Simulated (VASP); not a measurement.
Write the native input for VASP 6.6.1 that does the following.

| Property | Result |
| --- | --- |
| Task | single point |
| Functional | PBEsol |
| Potentials or basis | VASP PAW PBE potentials, release 64 (Pt, Se) |
| Cutoff | 520 eV |
| k mesh | 10 × 10 × 10 |
| Occupations | gaussian, width 0.05 eV |
| Spin | collinear spin |
| Starting moments | [0.05, 0.0] μB |
| Dipole correction | no |
| Further INCAR settings | ALGO = Normal; EDIFF = 1e-06; NBANDS = 19 |

The structure of PtSe lies in POSCAR:

```
PtSe
1.0
    0.0000000000      2.5883995220      2.5883995220
    2.5883995220      0.0000000000      2.5883995220
    2.5883995220      2.5883995220      0.0000000000
Pt Se
1 1
Direct
    0.5000000000      0.5000000000      0.5000000000
    0.0000000000      0.0000000000      0.0000000000
```

The input as run:

INCAR

```
SYSTEM = PtSe
PREC = Accurate ; ENCUT = 520
EDIFF = 1E-6 ; ISMEAR = 0
SIGMA = 0.05 ; LREAL = .False.
LASPH = .True. ; NELM = 150
ALGO = Normal ; ISIF = 2
LWAVE = .False. ; LCHARG = .False.
ISPIN = 2 ; MAGMOM = 0.05 0
LORBIT = 11 ; LMAXMIX = 4
GGA = PS ; NBANDS = 19
```

KPOINTS

```
Automatic mesh
0
Gamma
  10 10 10
  0 0 0
```

Potentials or basis: VASP PAW PBE potentials, release 64 (Pt, Se).

The run is started by

```bash
$ cat potpaw_PBE.64/Pt/POTCAR potpaw_PBE.64/Se/POTCAR > POTCAR
$ mpirun -np 1 vasp_std > vasp.out
```

It gave:

* Pressure: 3.3 GPa
* Band gap on the k mesh: zero (filled and empty bands overlap)
* Net moment: 0.00 μB per cell
* Valence electrons inside the program's atomic spheres: Pt 9.31; Se 3.79

Caveat: the cell stands under pressure; the PAW data sets were made with another functional, which shifts forces and pressure a little; spin-orbit coupling is left out, which moves the levels of the heavy elements.

It took 27 s on 1 thread of Intel(R) Xeon(R) 6975P-C (Granite Rapids), with other jobs on the host, peak memory 0.2 GiB.
